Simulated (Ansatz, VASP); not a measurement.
## GaN in VASP and in Ansatz

Contents of INCAR:

```
SYSTEM = GaN
  PREC = Accurate
  ENCUT = 520
  EDIFF = 1E-7
  ISMEAR = -1
  SIGMA = 0.02
  LREAL = .FALSE.
  LASPH = .TRUE.
  NELM = 80
  ALGO = Normal
  ISIF = 2
  LWAVE = .FALSE.
  LCHARG = .FALSE.
  GGA = PE
  IBRION = 2
  NSW = 80
  EDIFFG = -0.02
```

Contents of KPOINTS:

```
regular mesh
0
G
  13 13 13
  0 0 0
```

Contents of POSCAR:

```
GaN
1.0
    0.0000000000      1.9925000000      1.9925000000
    1.9925000000      0.0000000000      1.9925000000
    1.9925000000      1.9925000000      0.0000000000
Ga N
1 1
Direct
    0.5000000000      0.5000000000      0.5000000000
    0.0000000000      0.0000000000      0.0000000000
```

Input for Ansatz:

```yaml
crystal:
  lattice:
    - [0.0, 1.9925, 1.9925]
    - [1.9925, 0.0, 1.9925]
    - [1.9925, 1.9925, 0.0]
  atoms:
    - { symbol: Ga, position: [0.5, 0.5, 0.5] }
    - { symbol: "N", position: [0.0, 0.0, 0.0] }
kpoints:
  mp_grid: { grid: [13, 13, 13] }
scf:
  occupations: { method: fermi_dirac, width: 0.02 }
hamiltonian:
  xc: pbe
  pseudopotentials: { kind: paw, frozen_core: stored }
output:
  forces: true
  stress: true
  populations: true
  efg: { quadrupole_moments_barn: { Ga: 0.107, "N": 0.02044 } }
relax:
  f_tol: 0.02
  max_steps: 60
```

Alike in both runs: task relaxation of the atoms; functional PBE; k mesh 13 × 13 × 13; occupations fermi-dirac, width 0.02 eV; no spin polarisation.

|  | VASP | Ansatz |
| --- | --- | --- |
| version | VASP 6.6.1 | Ansatz 0.2.0 |
| potentials or method | VASP PAW PBE potentials, release 64 (Ga_d, N) | plane-wave PAW, scalar-relativistic |
| plane-wave cutoff (eV) | 520 | 420 |
| valence electrons in the cell | 18 | 18 |

```csv
,VASP,Ansatz,Ansatz less VASP
"gap on the k mesh at the Fermi level, each at its own relaxed structure (eV)",1.91,1.93,+0.013
```

Ansatz's warnings: stress scf threshold loose.

Noted on VASP's run: the relaxation stopped at its first step, so nothing moved.
